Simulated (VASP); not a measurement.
Write the native input for VASP 6.6.1 that does the following.

```
Task                   : relaxation of cell and atoms
Functional             : BLYP
Potentials or basis    : VASP PAW PBE potentials, release 64 (Ta_pv)
Cutoff                 : 600 eV
k mesh                 : 11 × 11 × 11
Occupations            : fermi-dirac, width 0.05 eV
Spin                   : no spin polarisation
Dipole correction      : no
Further INCAR settings : ALGO = Normal; EDIFF = 1e-06; IBRION = 2; EDIFFG = -0.02; NSW = 80; ISIF = 3
```

The structure of Ta lies in POSCAR:

```
Ta
1.0
   -1.6512800000      1.6512800000      1.6512800000
    1.6512800000     -1.6512800000      1.6512800000
    1.6512800000      1.6512800000     -1.6512800000
Ta
1
Direct
    0.0000000000      0.0000000000      0.0000000000
```

These files were run (other wordings do the same):

INCAR

```
PREC = Accurate ; ENCUT = 600
EDIFF = 1E-6 ; ISMEAR = -1
SIGMA = 0.05 ; LREAL = False
LASPH = True ; NELM = 60
ALGO = Normal ; ISIF = 3
LWAVE = False ; LCHARG = False
GGA = B5 ; ALDAX = 1.0
AGGAX = 1.0 ; AGGAC = 1.0
ALDAC = 0.0 ; IBRION = 2
NSW = 80 ; EDIFFG = -0.02
```

KPOINTS

```
regular mesh
0
Gamma
  11 11 11
```

Potentials or basis: VASP PAW PBE potentials, release 64 (Ta_pv).

The run is started by

```console
$ cat potpaw_PBE.64/Ta_pv/POTCAR > POTCAR
$ mpirun -np 1 vasp_std > vasp.out
```

Results of the run:

- Relaxed volume: 18.91 Å³/atom
- Relaxed cell: a = 2.907 Å, b = 2.907 Å, c = 2.907 Å, α = 109.47°, β = 109.47°, γ = 109.47°
- Space group after relaxing (to 0.05 Å): Im-3m (No. 229)
- Energy gained by relaxing: 26.8 meV/atom
- Ionic steps: 4
- Pressure after relaxing: 0.0 GPa

Caveat: the PAW data sets were made with another functional, which shifts forces and pressure a little.

Wall time 39 s on 1 thread of Intel(R) Xeon(R) Platinum 8488C (Sapphire Rapids), on a shared host, peak memory 0.16 GiB.
